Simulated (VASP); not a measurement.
A run of VASP 6.6.1:

File INCAR:

```
PREC     = Accurate       # precision mode
ENCUT    = 520            # plane-wave cutoff, eV
EDIFF    = 1E-7           # SCF threshold, eV
ISMEAR   = -1             # smearing method
SIGMA    = 0.08           # smearing width, eV
LREAL    = F              # projectors in reciprocal space
LASPH    = T              # aspherical terms in the spheres
NELM     = 60             # most SCF steps
ALGO     = Normal         # electronic algorithm
ISIF     = 2              # what is computed and relaxed
LWAVE    = F              # write WAVECAR
LCHARG   = F              # write CHGCAR
LDIPOL   = T            
IDIPOL   = 3            
DIPOL    = 0.5 0.5 0.500
IBRION   = 2              # ionic algorithm
NSW      = 32             # ionic steps
EDIFFG   = -0.01          # ionic threshold
```

KPOINTS

```
regular mesh
0
Gamma
  14 14 1
```

POSCAR

```
Sb
1.0
    3.2985250201      0.0000000000      0.0000000000
   -1.6492625100      2.8566064624      0.0000000000
    0.0000000000      0.0000000000     21.4548000000
Sb
3
Direct
    0.0000000000      0.0000000000      0.3773906233
    0.3333333333      0.6666666667      0.4999999997
    0.0000000000      0.0000000000      0.6226093770
```

Potentials or basis: VASP PAW LDA potentials, release 64 (Sb).

Launch:

```bash
$ cat potpaw_LDA.64/Sb/POTCAR > POTCAR
$ mpirun -np 1 vasp_std > vasp.out
```

Hardware: 1 thread of Oxide Virtual Turin-like Processor, on a shared host.

Problem. Estimate the wall time of this run.

Solution. Wall time 3.1 min on 1 thread of Oxide Virtual Turin-like Processor (shared host), peak memory 0.26 GiB. Counts: scf iterations 27, k points 24, ion steps 3.
